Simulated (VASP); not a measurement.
# W (R-3m) in VASP: notebook

Runs on W. Level: LDA. Tasks: single point.

All numbers are computed with VASP 6.6.1; they aren't measurements. Logs are shortened: lines on timing, memory, paths and dates and some standing lists are left out, and cuts for length are marked.

### 1 The cell of the first run

Symmetry: R-3m, No. 166, trigonal system. The conventional cell has a = 4.517 Å, b = 4.517 Å, c = 2.861 Å, α = 90.00°, β = 90.00°, γ = 120.00°. Within 3.7 Å of W (site symmetry -3m) lie 14 W at 2.78 to 3.23 Å.

### 2 Single point, LDA

File INCAR:

```
SYSTEM = W
PREC = Accurate
ENCUT = 520
EDIFF = 1E-7
ISMEAR = 0
SIGMA = 0.15
LREAL = .False.
LASPH = .True.
NELM = 60
ALGO = Fast
ISIF = 2
LWAVE = .False.
LCHARG = .True.
GGA = CA
LELF = .True.
LVHAR = .True.
NBANDS = 13
```

File KPOINTS:

```
regular mesh
0
Gamma
  20 20 20
  0 0 0
```

File POSCAR:

```
W
1.0
   -1.5785841551      1.6151203733      1.6151203733
    1.6151203733     -1.5785841551      1.6151203733
    1.6151203733      1.6151203733     -1.5785841551
W
1
Direct
    0.0000000000      0.0000000000      0.0000000000
```

Potentials or basis: VASP PAW LDA potentials, release 64 (W_sv).

Command:

```sh
cat potpaw_LDA.64/W_sv/POTCAR > POTCAR
mpirun -np 1 vasp_std > vasp.out
```

OUTCAR:

```text
SYSTEM = W
   PREC = Accurate
   ENCUT = 520
   EDIFF = 1E-7
   ISMEAR = 0
   LREAL = .False.
   LASPH = .True.
   NELM = 60
   ISIF = 2
   GGA = CA

 ion  position               nearest neighbor table
   1  0.000  0.000  0.000-

  LATTYP: Found a trigonal (rhomboedric) cell.
 ALAT       =     2.7765366151
 COS(alpha) =    -0.3230695003

  Lattice vectors:

 A1 = (  -1.5785841551,   1.6151203733,   1.6151203733)
 A2 = (   1.6151203733,  -1.5785841551,   1.6151203733)
 A3 = (   1.6151203733,   1.6151203733,  -1.5785841551)

Analysis of symmetry for initial positions (statically):
=====================================================================
 Subroutine PRICEL returns:
 Original cell was already a primitive cell.

 Routine SETGRP: Setting up the symmetry group for a
 trigonal (rhombohedral) supercell.

 Subroutine GETGRP returns: Found 12 space group operations
 (whereof 12 operations were pure point group operations)
 out of a pool of 12 trial point group operations.

The static configuration has the point symmetry D_3d.

Analysis of symmetry for dynamics (positions and initial velocities):
=====================================================================
 Subroutine PRICEL returns:
 Original cell was already a primitive cell.

 Routine SETGRP: Setting up the symmetry group for a
 trigonal (rhombohedral) supercell.

 Subroutine GETGRP returns: Found 12 space group operations
 (whereof 12 operations were pure point group operations)
 out of a pool of 12 trial point group operations.

The dynamic configuration has the point symmetry D_3d.

 Subroutine INISYM returns: Found 12 space group operations
 (whereof 12 operations are pure point group operations),
 and found     1 'primitive' translations

----------------------------------------------------------------------------------------

                                     Primitive cell

  volume of cell :      16.8465

  direct lattice vectors                    reciprocal lattice vectors
    -1.578584155  1.615120373  1.615120373    -0.006926424  0.306189580  0.306189580
     1.615120373 -1.578584155  1.615120373     0.306189580 -0.006926424  0.306189580
     1.615120373  1.615120373 -1.578584155     0.306189580  0.306189580 -0.006926424

  length of vectors
     2.776536615  2.776536615  2.776536615     0.433072849  0.433072849  0.433072849

  position of ions in fractional coordinates (direct lattice)
     0.000000000  0.000000000  0.000000000

  ion indices of the primitive-cell ions
   primitive index   ion index
                 1           1

----------------------------------------------------------------------------------------

 KPOINTS: regular mesh

Automatic generation of k-mesh.
 Grid dimensions read from file:
 generate k-points for:   20   20   20

 Generating k-lattice:

  Cartesian coordinates                     Fractional coordinates (reciprocal lattice)
    -0.000346321  0.015309479  0.015309479     0.050000000 -0.000000000 -0.000000000
     0.015309479 -0.000346321  0.015309479    -0.000000000  0.050000000 -0.000000000
     0.015309479  0.015309479 -0.000346321    -0.000000000 -0.000000000  0.050000000

  Length of vectors
     0.021653642  0.021653642  0.021653642

  Shift w.r.t. Gamma in fractional coordinates (k-lattice)
     0.000000000  0.000000000  0.000000000

 Subroutine IBZKPT returns following result:
 ===========================================

 Found    781 irreducible k-points:

 Following reciprocal coordinates:
            Coordinates               Weight
  0.000000  0.000000  0.000000      1.000000
  0.050000  0.000000  0.000000      6.000000
  0.100000  0.000000  0.000000      6.000000
  0.150000  0.000000  0.000000      6.000000
  0.200000  0.000000  0.000000      6.000000
  0.250000  0.000000  0.000000      6.000000
[... 16 lines left out ...]
 -0.400000  0.050000 -0.000000     12.000000
 -0.350000  0.050000  0.000000     12.000000
 [... further k-points ...]
   k-points           NKPTS =    781   k-points in BZ     NKDIM =    781   number of bands    NBANDS=     13
   number of dos      NEDOS =    301   number of ions     NIONS =      1
   total plane-waves  NPLWV =  13824
   dimension x,y,z NGX =    24 NGY =   24 NGZ =   24
   dimension x,y,z NGXF=    48 NGYF=   48 NGZF=   48
   ions per type =               1
   NGX,Y,Z   is equivalent  to a cutoff of  14.37, 14.37, 14.37 a.u.
   NGXF,Y,Z  is equivalent  to a cutoff of  28.74, 28.74, 28.74 a.u.
 SYSTEM =  W
   PREC   = accura    normal or accurate (medium, high low for compatibility)
   ISTART =      0    job   : 0-new  1-cont  2-samecut
   ICHARG =      2    charge: 1-file 2-atom 10-const
   ISPIN  =      1    spin polarized calculation?
   LNONCOLLINEAR =      F non collinear calculations
   LSORBIT =      F    spin-orbit coupling
   LASPH  =      T    aspherical Exc in radial PAW
   ENCUT  =  520.0 eV  38.22 Ry    6.18 a.u.   5.16  5.16  5.16*2*pi/ulx,y,z
   NELM   =     60;   NELMIN=  2; NELMDL= -5     # of ELM steps
   EDIFF  = 0.1E-06   stopping-criterion for ELM
   LREAL  =      F    real-space projection
   EDIFFG = 0.1E-05   stopping-criterion for IOM
   NSW    =      0    number of steps for IOM
   IBRION =     -1    ionic relax: 0-MD 1-quasi-New 2-CG
   NFREE  =      0    steps in history (QN), initial steepest desc. (CG)
   ISIF   =      2    stress and relaxation
   ISYM   =      2    0-nonsym 1-usesym 2-fastsym
   POTIM  = 0.5000    time-step for ionic-motion
   TEBEG  =    0.0;   TEEND  =   0.0 temperature during run
   PSTRESS=    0.0 pullay stress
   NELECT =      14.0000    total number of electrons
   NUPDOWN=      -1.0000    fix difference up-down
   EMIN   =  10.00;   EMAX   =-10.00  energy-range for DOS
   EFERMI =   0.00;   METHOD = LEGACY
   ISMEAR =     0;   SIGMA  =   0.15  broadening in eV -4-tet -1-fermi 0-gaus
   EFERMI_NEDOS =   21; number of points for ismear=-14 and -15
   IALGO  =     68    algorithm
   IMIX   =      4    mixing-type and parameters
     AMIX     =   0.40;   BMIX     =  1.00
     AMIX_MAG =   1.60;   BMIX_MAG =  1.00
  volume/ion in A,a.u.               =      16.85       113.69
  Fermi-wavevector in a.u.,A,eV,Ry     =   1.539151  2.908573 32.231990  2.368984
  Thomas-Fermi vector in A             =   2.645419
   LORBIT       =      0    0 simple, 1 ext, 2 COOP (PROOUT), +10 PAW based schemes
   GGA     = CA    functional components
   LHFCALC =     F    Hartree Fock is set to
   AEXX    =    0.0000 exact exchange contribution
   IVDW    =     0    specifies the selected vdW correction
   LEPSILON=     F    determine dielectric tensor
   LRPA    =     F    only Hartree local field effects (RPA)
 non-spin polarized calculation
 RMM-DIIS sequential band-by-band and
 Gauss-broadening in eV      SIGMA  =   0.15
  energy-cutoff  :      520.00
  volume of cell :       16.85
 maximum number of plane-waves:       469
 NGX is ok and might be reduce to    24
   NGX = 11   NGY = 11   NGZ = 11

 number of electron      14.0000001 magnetization

 Free energy of the ion-electron system (eV)
  ---------------------------------------------------
  ext. energy  EPLUGINS =         0.00000000
  ---------------------------------------------------
  free energy    TOTEN  =       -13.99610089 eV

  energy without entropy =      -13.99131319  energy(sigma->0) =      -13.99370704

 E-fermi :  10.4776     XC(G=0): -13.4903

 val. band max:       10.4618994781   @ k =  -0.2000   0.2500   0.1000
 cond. band min:      10.4791800086   @ k =  -0.0500   0.5000   0.0500
 fundamental gap:      0.0172805304
 Fermi energy:        10.4775976843

 k-point     1 :       0.0000    0.0000    0.0000
  band No.  band energies     occupation
      1     -63.3856      2.00000
      2     -27.3326      2.00000
      3     -27.2440      2.00000
      4     -27.2440      2.00000
      5       1.2375      2.00000
      6       9.0770      2.00000
      7       9.0770      2.00000
      8       9.6474      2.00000
      9      12.5141      0.00000
     10      12.5141      0.00000
     11      24.6945      0.00000
     12      24.6945      0.00000
     13      25.2881      0.00000

 k-point     2 :       0.0500    0.0000    0.0000
  band No.  band energies     occupation
      1     -63.3832      2.00000
      2     -27.3519      2.00000
      3     -27.2597      2.00000
      4     -27.2442      2.00000
      5       1.3482      2.00000
      6       9.0164      2.00000
      7       9.0939      2.00000
      8       9.7098      2.00000
      9      12.4277      0.00000
     10      12.5181      0.00000
     11      24.8339      0.00000
     12      24.9461      0.00000
     13      25.4173      0.00000

 k-point     3 :       0.1000    0.0000    0.0000
  band No.  band energies     occupation
      1     -63.3763      2.00000
      2     -27.4169      2.00000
      3     -27.2959      2.00000
      4     -27.2449      2.00000
      5       1.6711      2.00000
      6       8.8452      2.00000
      7       9.0796      2.00000
      8       9.9475      2.00000
      9      12.2317      0.00000
     10      12.5342      0.00000
     11      25.1700      0.00000
     12      25.6070      0.00000
     13      25.8352      0.00000
[... 305 lines left out ...]
 k-point    23 :      -0.4000    0.0500   -0.0000
  band No.  band energies     occupation
      1     -63.3000      2.00000
      2     -28.1984      2.00000
      3     -27.5508      2.00000
      4     -27.2627      2.00000
      5       4.5770      2.00000
      6       7.3521      2.00000
      7       9.3116      2.00000
      8      12.4481      0.00000
      9      13.1854      0.00000
     10      14.5744      0.00000
     11      22.2333      0.00000
     12      23.1715      0.00000
     13      28.6277      0.00000

 k-point    24 :      -0.3500    0.0500    0.0000
  band No.  band energies     occupation
      1     -63.3121      2.00000
      2     -28.0779      2.00000
      3     -27.5107      2.00000
      4     -27.2610      2.00000
      5       4.3481      2.00000
      6       7.5724      2.00000
      7       8.7564      2.00000
      8      12.2640      0.00000
      9      13.0235      0.00000
     10      13.5469      0.00000
     11      23.5444      0.00000
     12      24.1275      0.00000
     13      30.2351      0.00000

 [... further k-points ...]

------------------------ aborting loop because EDIFF is reached ----------------------------------------

  FORCE on cell =-STRESS in cart. coord.  units (eV):
  Direction    XX          YY          ZZ          XY          YZ          ZX
  --------------------------------------------------------------------------------------
  -------------------------------------------------------------------------------------
  Total       -2.4429836     -2.4429836     -2.4429836     -0.2588760     -0.2588760     -0.2588760
  in kB     -232.3388877   -232.3388877   -232.3388877    -24.6202915    -24.6202915    -24.6202915
  external PRESSURE =    -232.3388877 kB  Pullay stress =       0.0000000 kB

 VOLUME and BASIS-vectors are now :
 -----------------------------------------------------------------------------
  energy-cutoff  :      520.00
  volume of cell :       16.85
      direct lattice vectors                 reciprocal lattice vectors
    -1.578584155  1.615120373  1.615120373    -0.006926424  0.306189580  0.306189580
     1.615120373 -1.578584155  1.615120373     0.306189580 -0.006926424  0.306189580
     1.615120373  1.615120373 -1.578584155     0.306189580  0.306189580 -0.006926424

 POSITION                                       TOTAL-FORCE (eV/Angst)
 -----------------------------------------------------------------------------------
      0.00000      0.00000      0.00000        -0.000000     -0.000000     -0.000000
 -----------------------------------------------------------------------------------
    total drift:                               -0.000000      0.000000      0.000000

  FREE ENERGIE OF THE ION-ELECTRON SYSTEM (eV)
  ---------------------------------------------------
  free  energy   TOTEN  =       -13.9961008856 eV

  energy  without entropy=      -13.9913131909  energy(sigma->0) =      -13.99370704
```

It took 83 s on 1 thread of Intel Xeon Platinum 8488C (Sapphire Rapids), shared host; peak memory 0.27 GiB.

What came out:

```yaml
Free_energy: -13.9961 eV
Pressure: -23.2 GPa
Band_gap_on_the_k_mesh: zero (bands 7 and 8 overlap by 5.14 eV)
```

Stress tensor (GPa, compression positive):
```
-23.23  -2.46  -2.46
 -2.46 -23.23  -2.46
 -2.46  -2.46 -23.23
```

Levels at points of the mesh, in eV from the Fermi level:
```csv
k point,band 5,band 6,band 7,band 8,band 9,band 10
"(0.00, 0.00, 0.00)",-9.24,-1.40,-1.40,-0.83,2.04,2.04
"(0.50, 0.00, 0.00)",-5.93,-3.39,0.44,2.02,2.92,5.38
"(0.50, 0.50, 0.00)",-5.88,-3.29,0.79,1.76,2.60,5.72
"(0.50, 0.50, 0.50)",-5.41,-5.41,4.19,4.92,4.92,7.64
```

Caveat: the cell stands under tension; spin-orbit coupling is left out, which moves the levels of the heavy elements.

### 3 Single point, LDA

File INCAR:

```
SYSTEM = W
ALGO = Fast
EDIFF = 1E-6
ENCUT = 520
GGA = CA
ISIF = 2
ISMEAR = 0
LASPH = .TRUE.
LCHARG = .FALSE.
LREAL = .FALSE.
LWAVE = .FALSE.
NBANDS = 13
NELM = 60
PREC = Accurate
SIGMA = 0.15
```

File KPOINTS:

```
k-points
0
G
  20 20 20
  0 0 0
```

File POSCAR:

```
W
1.0
   -1.6516565914      1.6151203733      1.6151203733
    1.6151203733     -1.6516565914      1.6151203733
    1.6151203733      1.6151203733     -1.6516565914
W
1
Direct
    0.0000000000      0.0000000000      0.0000000000
```

Potentials or basis: VASP PAW LDA potentials, release 64 (W_sv).

Command:

```sh
cat potpaw_LDA.64/W_sv/POTCAR > POTCAR
mpirun -np 1 vasp_std > vasp.out
```

Run time: 83 s. Hardware: 1 thread of Intel Xeon Platinum 8488C (Sapphire Rapids), shared host; peak memory 0.26 GiB.

It converged, with:

* Free energy: -13.9953 eV
* Pressure: -23.3 GPa
* Band gap on the k mesh: zero (bands 7 and 8 overlap by 5.55 eV)

Stress tensor (GPa, compression positive):
```
-23.28   2.80   2.80
  2.80 -23.28   2.80
  2.80   2.80 -23.28
```

Levels at points of the mesh, in eV from the Fermi level:
```
           k point  band 3  band 4  band 5  band 6  band 7  band 8  band 9  band 10  band 11  band 12
(0.00, 0.00, 0.00)  -37.78  -37.67   -9.23   -1.56   -1.03   -1.03    2.05     2.05    14.02    14.62
(0.50, 0.00, 0.00)  -38.13  -37.77   -5.87   -3.27    0.80    1.75    2.58     5.68    10.45    11.23
(0.50, 0.50, 0.00)  -38.07  -37.71   -5.92   -3.40    0.44    2.05    2.94     5.43     9.79    11.51
(0.50, 0.50, 0.50)  -38.46  -38.46   -5.40   -5.40    4.45    4.45    5.14     7.75     7.75     8.10
```

Caveat: the cell stands under tension; spin-orbit coupling is left out, which moves the levels of the heavy elements.

### 4 Single point, LDA

This run uses another cell than the first one, of 14.94 Å³/atom.

File INCAR:

```
PREC = Accurate ; ENCUT = 520
EDIFF = 1E-7 ; ISMEAR = 0
SIGMA = 0.15 ; LREAL = False
LASPH = True ; NELM = 60
ALGO = Fast ; ISIF = 2
LWAVE = False ; LCHARG = True
GGA = CA ; LELF = True
LVHAR = True ; NBANDS = 13
```

File KPOINTS:

```
Automatic mesh
0
Gamma
  20 20 20
```

File POSCAR:

```
W
1.0
   -1.4791680079      1.5523972520      1.5523972520
    1.5523972520     -1.4791680079      1.5523972520
    1.5523972520      1.5523972520     -1.4791680079
W
1
Direct
    0.0000000000      0.0000000000      0.0000000000
```

Command:

```sh
cat potpaw_LDA.64/W_sv/POTCAR > POTCAR
mpirun -np 1 vasp_std > vasp.out
```

Wall time 3.8 min (1 thread of AMD EPYC 7R13, shared host); peak memory 0.21 GiB.

Results (log left out):

```
Free energy            : -14.0390 eV
Pressure               : 14.5 GPa
Band gap on the k mesh : zero (bands 7 and 8 overlap by 5.41 eV)
```

Stress tensor (GPa, compression positive):
```
14.51 -6.88 -6.88
-6.88 14.51 -6.88
-6.88 -6.88 14.51
```

Levels at points of the mesh, in eV from the Fermi level:
```csv
k point,band 4,band 5,band 6,band 7,band 8,band 9,band 10,band 11
"(0.00, 0.00, 0.00)",-37.38,-9.93,-1.97,-1.97,-0.56,2.41,2.41,14.24
"(0.50, 0.00, 0.00)",-37.41,-6.73,-4.09,0.62,2.55,3.58,6.07,11.60
"(0.50, 0.50, 0.00)",-37.48,-6.72,-3.90,1.42,1.99,2.84,6.98,11.19
"(0.50, 0.50, 0.50)",-38.39,-6.42,-6.42,4.27,6.10,6.10,8.16,9.17
```

Caveat: the cell stands under pressure; spin-orbit coupling is left out, which moves the levels of the heavy elements.

### 5 Single point, LDA

This run uses another cell than the first one, of 15.42 Å³/atom.

File INCAR:

```
  PREC = Accurate
  ENCUT = 520
  EDIFF = 1E-6
  ISMEAR = 0
  SIGMA = 0.15
  LREAL = F
  LASPH = T
  NELM = 80
  ALGO = Fast
  ISIF = 2
  LWAVE = F
  LCHARG = T
  LELF = T
  LVHAR = T
  NBANDS = 13
```

KPOINTS is that of step 4.

File POSCAR:

```
W
1.0
   -1.5315418141      1.5680780323      1.5680780323
    1.5680780323     -1.5315418141      1.5680780323
    1.5680780323      1.5680780323     -1.5315418141
W
1
Direct
    0.0000000000      0.0000000000      0.0000000000
```

Command:

```sh
cat potpaw_LDA.64/W_sv/POTCAR > POTCAR
mpirun -np 1 vasp_std > vasp.out
```

It took 3.3 min on 1 thread of AMD EPYC 7R13, shared host; peak memory 0.21 GiB.

Results (log left out):

```
Free energy            : -14.0978 eV
Pressure               : 2.2 GPa
Band gap on the k mesh : zero (bands 7 and 8 overlap by 5.82 eV)
```

Stress tensor (GPa, compression positive):
```
 2.16 -3.47 -3.47
-3.47  2.16 -3.47
-3.47 -3.47  2.16
```

Levels at points of the mesh, in eV from the Fermi level:
```csv
k point,band 3,band 4,band 5,band 6,band 7,band 8,band 9,band 10,band 11,band 12
"(0.00, 0.00, 0.00)",-37.50,-37.50,-9.75,-1.60,-1.60,-0.95,2.23,2.23,14.37,14.37
"(0.50, 0.00, 0.00)",-37.96,-37.52,-6.51,-3.84,0.69,2.28,3.29,6.11,11.23,11.77
"(0.50, 0.50, 0.00)",-38.06,-37.56,-6.49,-3.74,1.08,1.99,2.92,6.50,11.37,11.81
"(0.50, 0.50, 0.50)",-38.59,-38.45,-6.14,-6.14,4.72,5.57,5.57,8.23,8.69,8.69
```

Caveat: spin-orbit coupling is left out, which moves the levels of the heavy elements.

### 6 Single point, LDA

This run uses another cell than the first one, of 15.42 Å³/atom.

File INCAR:

```
SYSTEM = W
  PREC = Accurate
  ENCUT = 520
  EDIFF = 1E-6
  ISMEAR = 0
  SIGMA = 0.15
  LREAL = .False.
  LASPH = .True.
  NELM = 100
  ALGO = Fast
  ISIF = 2
  LWAVE = .False.
  LCHARG = .False.
  NBANDS = 13
```

File KPOINTS:

```
Automatic mesh
0
Gamma
  20 20 20
  0 0 0
```

File POSCAR:

```
W
1.0
   -1.6046142505      1.5680780323      1.5680780323
    1.5680780323     -1.6046142505      1.5680780323
    1.5680780323      1.5680780323     -1.6046142505
W
1
Direct
    0.0000000000      0.0000000000      0.0000000000
```

Potentials or basis: VASP PAW LDA potentials, release 64 (W_sv).

Command:

```sh
cat potpaw_LDA.64/W_sv/POTCAR > POTCAR
mpirun -np 1 vasp_std > vasp.out
```

Wall time 3.1 min (1 thread of AMD EPYC 7R13, shared host); peak memory 0.21 GiB.

The run converged. Its results:

```yaml
Free_energy: -14.0970 eV
Pressure: 2.2 GPa
Band_gap_on_the_k_mesh: zero (bands 7 and 8 overlap by 6.28 eV)
```

Stress tensor (GPa, compression positive):
```
2.16 3.89 3.89
3.89 2.16 3.89
3.89 3.89 2.16
```

Levels at points of the mesh, in eV from the Fermi level:
| k point | band 5 | band 6 | band 7 | band 8 | band 9 | band 10 |
| --- | --- | --- | --- | --- | --- | --- |
| (0.00, 0.00, 0.00) | -9.75 | -1.79 | -1.19 | -1.19 | 2.24 | 2.24 |
| (0.50, 0.00, 0.00) | -6.48 | -3.72 | 1.09 | 1.96 | 2.89 | 6.45 |
| (0.50, 0.50, 0.00) | -6.51 | -3.86 | 0.69 | 2.31 | 3.32 | 6.16 |
| (0.50, 0.50, 0.50) | -6.14 | -6.14 | 5.02 | 5.02 | 5.82 | 8.38 |

Caveat: spin-orbit coupling is left out, which moves the levels of the heavy elements.

### 7 Summary

| cell | further INCAR settings | gap on the mesh (eV) | pressure (GPa) |
| --- | --- | --- | --- |
| a = 2.777 Å, angles 108.8°, 1 atom | ALGO = Fast; EDIFF = 1e-07; NBANDS = 13 | none | -23.2 |
| a = 2.819 Å, angles 110.1°, 1 atom | ALGO = Fast; EDIFF = 1e-06; NBANDS = 13 | none | -23.3 |
| a = 2.647 Å, angles 108.1°, 1 atom | ALGO = Fast; EDIFF = 1e-07; NBANDS = 13 | none | 14.5 |
| a = 2.695 Å, angles 108.8°, 1 atom | ALGO = Fast; EDIFF = 1e-06; NBANDS = 13 | none | 2.2 |
| a = 2.737 Å, angles 110.1°, 1 atom | ALGO = Fast; EDIFF = 1e-06; NBANDS = 13 | none | 2.2 |

Alike in all rows: task single point; level LDA; potentials or basis VASP PAW LDA potentials, release 64 (W_sv); no spin polarisation; k mesh 20 × 20 × 20; cutoff (eV) 520; smearing gaussian 0.15 eV.

Caveats: spin-orbit coupling is left out, which moves the levels of the heavy elements; the cell stands under tension (at least some runs); the cell stands under pressure (at least some runs).

Total energies depend on the potentials used, so only differences within one code and one set of settings carry meaning.
